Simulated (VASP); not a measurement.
Runs of VASP 6.6.1 on Yb. The structure is that of space group Fm-3m (No. 225), or close to it. The cells are those of the table. 

```tsv
task	level	spin	U	cell	smearing	k mesh for the DOS	occupations for the DOS	gap on the mesh (eV)	pressure (GPa)	moment (μB)
electric field gradients	PBEsol+U	collinear, zero start	Yb f U = 4.0 eV	a = 3.879 Å, angles 60.0°, 1 atom	fermi-dirac 0.01 eV	-	-	none	-2.0	0.01
single point	PBEsol+U	collinear, ferromagnetic start	Yb f U = 4.0 eV	a = 3.879 Å, angles 60.0°, 1 atom	fermi-dirac 0.05 eV	12 × 12 × 12	tetrahedron	-	-	0.00
single point	PBE	collinear, ferromagnetic start	-	a = 3.040 Å, angles 60.0°, 1 atom	fermi-dirac 0.05 eV	-	-	none	30.8	0.00
single point	PBE	collinear, ferromagnetic start	-	a = 3.693 Å, angles 60.0°, 1 atom	fermi-dirac 0.05 eV	-	-	-	(b)	0.00
single point	PBEsol+U	collinear, ferromagnetic start	Yb f U = 8.0 eV	a = 3.879 Å, angles 60.0°, 1 atom	fermi-dirac 0.05 eV	12 × 12 × 12	tetrahedron	-	-	0.00
single point	PBE	collinear, ferromagnetic start	-	a = 3.150 Å, angles 60.0°, 1 atom	fermi-dirac 0.05 eV	-	-	none	20.1	0.00
single point	PBEsol+U	collinear, ferromagnetic start	Yb f U = 6.0 eV	a = 3.879 Å, angles 60.0°, 1 atom	fermi-dirac 0.05 eV	12 × 12 × 12	tetrahedron	-	-	0.00
single point	PBE	collinear, ferromagnetic start	-	a = 3.331 Å, angles 60.0°, 1 atom	fermi-dirac 0.05 eV	-	-	none	(a)	0.00
```

Alike in all rows: potentials or basis VASP PAW PBE potentials, release 64 (Yb); k mesh 8 × 8 × 8; cutoff (eV) 520.

Question: Estimate the missing entries.

Answer: (a) 10.2; (b) -0.3.

Caveats: spin-orbit coupling is left out, which moves the levels of the heavy elements; the PAW data sets were made with another functional, which shifts forces and pressure a little (at least some runs); the cell stands under pressure (at least some runs).

A k mesh can miss the band edges, and the runs leave out spin-orbit coupling on Yb.

A gap of «none» marks levels without a gap at the run's occupations.
